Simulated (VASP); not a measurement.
Wanted: the native input for a VASP 6.6.1 run.

```
Task                   : single point
Functional             : PBEsol
Potentials or basis    : VASP PAW PBE potentials, release 64 (Mn_pv, S)
Cutoff                 : 520 eV
k mesh                 : 7 × 7 × 7
Occupations            : tetrahedron
Spin                   : collinear spin, ferromagnetic start
Starting moments       : [4.0, 0.0] μB
Hubbard terms          : Mn d U = 1.0 eV
Dipole correction      : no
Further INCAR settings : ALGO = Normal; EDIFF = 1e-07; NBANDS = 20
```

The structure of MnS lies in POSCAR:

```
MnS
1.0
    0.0000000000      2.4734634191      2.4734634191
    2.4734634191      0.0000000000      2.4734634191
    2.4734634191      2.4734634191      0.0000000000
Mn S
1 1
Direct
    0.0081540000      0.0169460000     -0.0226040000
    0.7413430000      0.7378650000      0.7772190000
```

This cell differs from its parent crystal: atoms moved at random.

The input as run:

INCAR

```
  PREC = Accurate
  ENCUT = 520
  EDIFF = 1E-7
  ISMEAR = -5
  SIGMA = 0.05
  LREAL = F
  LASPH = T
  NELM = 150
  ALGO = Normal
  ISIF = 2
  LWAVE = F
  LCHARG = F
  ISPIN = 2
  MAGMOM = 4 0
  LORBIT = 11
  LMAXMIX = 4
  LDAU = T
  LDAUTYPE = 2
  LDAUL = 2 -1
  LDAUU = 1 0
  LDAUJ = 0 0
  LDAUPRINT = 1
  GGA = PS
  NBANDS = 20
```

KPOINTS

```
Automatic mesh
0
Gamma
  7 7 7
```

Potentials or basis: VASP PAW PBE potentials, release 64 (Mn_pv, S).

The run is started by

```sh
$ cat potpaw_PBE.64/Mn_pv/POTCAR potpaw_PBE.64/S/POTCAR > POTCAR
$ mpirun -np 1 vasp_std > vasp.out
```

Results of the run:

- Pressure: 22.1 GPa
- Largest force: 1.697 eV/Å
- Net moment: 3.11 μB per cell
- Site moments: Mn +2.96; S -0.04 μB
- Valence electrons inside the program's atomic spheres: Mn 11.99; S 3.81

Caveat: the cell differs from its parent crystal (atoms moved at random); the cell stands under pressure; the PAW data sets were made with another functional, which shifts forces and pressure a little; a cell with one magnetic atom can't hold antiferromagnetic order, which such compounds often take; tetrahedron occupations give inexact forces and stress in metals.

Wall time 7.8 min on 1 thread of Intel Xeon 8259CL (shared host), peak memory 0.3 GiB.
